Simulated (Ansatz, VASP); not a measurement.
## Al: VASP beside Ansatz

```
CELL_PARAMETERS angstrom
2.85185 0.00000 0.00000
-1.42593 2.46978 0.00000
0.00000 0.00000 9.24105
ATOMIC_POSITIONS crystal
Al 0.91373 0.00000 0.00000
Al 0.33333 0.66667 0.25000
Al 0.08627 0.00000 0.50000
Al 0.66667 0.33333 0.75000
```

Change from the starting cell: mode 4 frozen in at -0.243 Å, equal normal strain along x and y +0.0133.

Alike in both runs: task single point; functional PBE; dispersion D3(BJ); k mesh 18 × 18 × 4; occupations gaussian, width 0.15 eV; no spin polarisation.

|  | VASP | Ansatz |
| --- | --- | --- |
| version | VASP 6.6.1 | Ansatz 0.2.0 |
| potentials or method | VASP PAW PBE potentials, release 64 (Al), cutoff 520 eV | scalar-relativistic, plane waves, PAW |
| valence electrons in the cell | 12 | 12 |

|  | VASP | Ansatz | Ansatz less VASP |
| --- | --- | --- | --- |
| gap on the k mesh at the Fermi level (eV) | none | none | - |
| pressure (GPa) | -1.6 | -1.6 | +0.01 |
| traceless stress, the component that is largest in VASP (GPa) | 1.59 | 1.59 | -0.003 |
| rms of the force components (eV/Å) | 0.086 | 0.086 | +0.0003 |

Atom by atom the forces differ by 0.000 eV/Å (rms over components). A gap of «none» marks a metal or a gap that the smearing closes.
